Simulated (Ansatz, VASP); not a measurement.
# CaO: VASP beside Ansatz

File POSCAR:

```
CaO
1.0
    0.0000000000      2.6067317416      2.5222736332
    2.6067317416      0.0000000000      2.5222736332
    2.6067317416      2.6067317416      0.0000000000
Ca O
1 1
Direct
    0.0000000000      0.0000000000      0.0000000000
    0.2500000000      0.2500000000      0.2500000000
```

File INCAR.step1:

```
SYSTEM = CaO
PREC     = Accurate       ! precision mode
ENCUT    = 910            ! plane-wave cutoff, eV
ISMEAR   = 0              ! smearing method
SIGMA    = 0.01           ! smearing width, eV
LREAL    = .FALSE.        ! projectors in reciprocal space
LASPH    = .TRUE.         ! aspherical terms in the spheres
NELM     = 120            ! most SCF steps
NBANDS   = 15             ! bands
GGA      = PE             ! functional
ALGO     = Normal         ! electronic algorithm
EDIFF    = 1E-5           ! SCF threshold, eV
LWAVE    = .TRUE.         ! write WAVECAR
LCHARG   = .FALSE.        ! write CHGCAR
GGA_COMPAT= .FALSE.
```

The input INCAR.step2:

```
SYSTEM = CaO
PREC     = Accurate       ! precision mode
ENCUT    = 910            ! plane-wave cutoff, eV
EDIFF    = 1E-6           ! SCF threshold, eV
ISMEAR   = 0              ! smearing method
SIGMA    = 0.01           ! smearing width, eV
LREAL    = .FALSE.        ! projectors in reciprocal space
LASPH    = .TRUE.         ! aspherical terms in the spheres
NELM     = 120            ! most SCF steps
ALGO     = Normal         ! electronic algorithm
ISIF     = 2              ! what is computed and relaxed
LWAVE    = .FALSE.        ! write WAVECAR
LCHARG   = .TRUE.         ! write CHGCAR
METAGGA  = R2SCAN         ! meta-GGA
LMIXTAU  = .TRUE.       
LELF     = .TRUE.         ! ELF
LVHAR    = .TRUE.       
NBANDS   = 15             ! bands
ISTART   = 1            
GGA_COMPAT= .FALSE.
```

The input KPOINTS:

```
Automatic mesh
0
G
  8 8 8
  0 0 0
```

Input for Ansatz:

```yaml
crystal:
  lattice:
    - [0.0, 2.6067317416, 2.5222736332]
    - [2.6067317416, 0.0, 2.5222736332]
    - [2.6067317416, 2.6067317416, 0.0]
  atoms:
    - { symbol: Ca, position: [0.0, 0.0, 0.0] }
    - { symbol: O, position: [0.25, 0.25, 0.25] }
kpoints:
  mp_grid: { grid: [8, 8, 8] }
  band_path:
    path:
      - [0.0, 0.0, 0.0]
      - [-0.5, -0.5, 0.0]
      - [-0.375, -0.375, 0.25]
      - [-0.375, 0.0, 0.375]
      - [0.0, 0.0, 0.5]
      - [-0.5, -0.25, 0.25]
    npoints: 1
hamiltonian:
  xc: r2scan
scf:
  occupations: { method: fixed }
  n_extra_bands: 4
output:
  forces: true
  stress: true
  eigenvalues: true
```

Change from the starting cell: uniaxial_z strain -3.2%.

Alike in both runs: task single point; functional r2SCAN; k mesh 8 × 8 × 8; no spin polarisation.

|  | VASP | Ansatz |
| --- | --- | --- |
| version | VASP 6.6.1 | Ansatz 0.2.0 |
| potentials or method | VASP PAW PBE potentials, release 64 (Ca_sv, O_h) | plane waves, PAW |
| plane-wave cutoff (eV) | 910 | 500 |
| occupations | gaussian, width 0.01 eV | fixed |
| valence electrons in the cell | 16 | 16 |

```csv
,VASP,Ansatz,Ansatz less VASP
gap on the k mesh at the Fermi level (eV),3.83,3.86,+0.026
```

VASP's potentials were made for PBE, not for r2SCAN.

Noted on VASP's run: the cutoff is short for stress, so the pressure is rough.
